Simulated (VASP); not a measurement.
PtS2:

```
CELL_PARAMETERS angstrom
3.54320 0.00000 0.00000
-1.77160 3.06850 0.00000
0.00000 0.00000 5.03880
ATOMIC_POSITIONS crystal
Pt 0.00000 0.00000 0.00000
S 0.33333 0.66667 0.24490
S 0.66667 0.33333 0.75510
```

Base run:

```yaml
Program: VASP 6.6.1
Functional: PBE
Potentials_or_basis: VASP PAW PBE potentials, release 64 (Pt, S)
Cutoff: 520 eV
k_mesh: 9 × 9 × 6
Occupations: fermi-dirac, width 0.02 eV
Spin: no spin polarisation
```

Its results: band gap on the k mesh 0.68 eV (least direct gap 0.99 eV); pressure 3.8 GPa; largest force 0.041 eV/Å.

Question: The run is repeated on the same cell with these changes: functional from PBE to r2SCAN; further incar settings from ALGO = Normal; EDIFF = 1e-06; NBANDS = 18 to ALGO = Normal; EDIFF = 1e-08; NBANDS = 18. What comes out?

Answer: Band gap on the k mesh 0.81 eV (least direct gap 1.16 eV); pressure 1.8 GPa; largest force 0.138 eV/Å.

Caveats: spin-orbit coupling is left out, which moves the levels of the heavy elements; an odd mesh through Γ misses points on the zone boundary, where band edges can lie; the cell stands under pressure (at least some runs); the PAW data sets were made with another functional, which shifts forces and pressure a little (at least some runs).
